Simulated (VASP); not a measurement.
Here is a VASP 6.6.1 calculation.

The input INCAR:

```
SYSTEM = SnSe
PREC = Accurate ; ENCUT = 520
EDIFF = 1E-6 ; ISMEAR = 0
SIGMA = 0.05 ; LREAL = .FALSE.
LASPH = .TRUE. ; NELM = 80
ALGO = Normal ; ISIF = 2
LWAVE = .FALSE. ; LCHARG = .TRUE.
LELF = .TRUE. ; LVHAR = .TRUE.
NBANDS = 28
```

Contents of KPOINTS:

```
Automatic mesh
0
G
  6 6 4
  0 0 0
```

POSCAR

```
SnSe
1.0
    4.2853274191      0.0000000000      0.0000000000
    0.0000000000      4.2853274191      0.0000000000
    0.0000000000      0.0000000000     10.9906921300
Sn Se
2 2
Direct
    0.5000000000      0.0000000000      0.3678295380
    0.0000000000      0.5000000000      0.6321704620
    0.5000000000      0.0000000000      0.6114901860
    0.0000000000      0.5000000000      0.3885098140
```

Potentials or basis: VASP PAW LDA potentials, release 64 (Sn_d, Se).

The run is started by

```console
$ cat potpaw_LDA.64/Sn_d/POTCAR potpaw_LDA.64/Se/POTCAR > POTCAR
$ mpirun -np 1 vasp_std > vasp.out
```

Problem. What does it give for the band gap on the k mesh?

Solution. 1.42 eV (least direct gap 1.42 eV).

Problem. Predict the largest force.

Solution. 0.281 eV/Å.

Forces in eV/Å, atoms in the order of the input:
```
Sn   0.000  0.000  0.281
Sn   0.000  0.000 -0.281
Se   0.000  0.000  0.016
Se   0.000  0.000 -0.016
```

Caveat: the cell differs from its parent crystal (atoms displaced along a vibrational mode); there is no dipole correction, which matters where the two faces differ; spin-orbit coupling is left out, which moves the levels of the heavy elements.
